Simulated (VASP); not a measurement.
Ca, 2 atoms in the cell. It takes space group Fm-3m (No. 225, cubic). The conventional cell has a = 5.525 Å, b = 5.525 Å, c = 5.525 Å, α = 90.00°, β = 90.00°, γ = 90.00°. Ca (site symmetry m-3m) has 12 Ca at 3.91 Å within 5.1 Å. 

```yaml
Program: VASP 6.6.1
Task: single point
Functional: PBE
Potentials_or_basis: VASP PAW PBE potentials, release 64 (Ca_sv)
Cutoff: 520 eV
k_mesh: 9 × 9 × 7
Occupations: fermi-dirac, width 0.08 eV
Spin: no spin polarisation
Dipole_correction: no
Further_INCAR_settings: ALGO = Normal; EDIFF = 1e-07; NBANDS = 17
```

Potentials or basis: VASP PAW PBE potentials, release 64 (Ca_sv).

The run is started by

```bash
$ cat potpaw_PBE.64/Ca_sv/POTCAR > POTCAR
$ mpirun -np 1 vasp_std > vasp.out
```

Hardware: 1 thread of Intel(R) Xeon(R) Platinum 8259CL CPU @ 2.50GHz (Skylake/Cascade Lake), on a shared host.

Q: How long does it take, and how much memory?

A: It took 58 s on 1 thread of Intel(R) Xeon(R) Platinum 8259CL CPU @ 2.50GHz (Skylake/Cascade Lake), on a shared host, peak memory 0.22 GiB. Counts: scf iterations 12, k points 60.
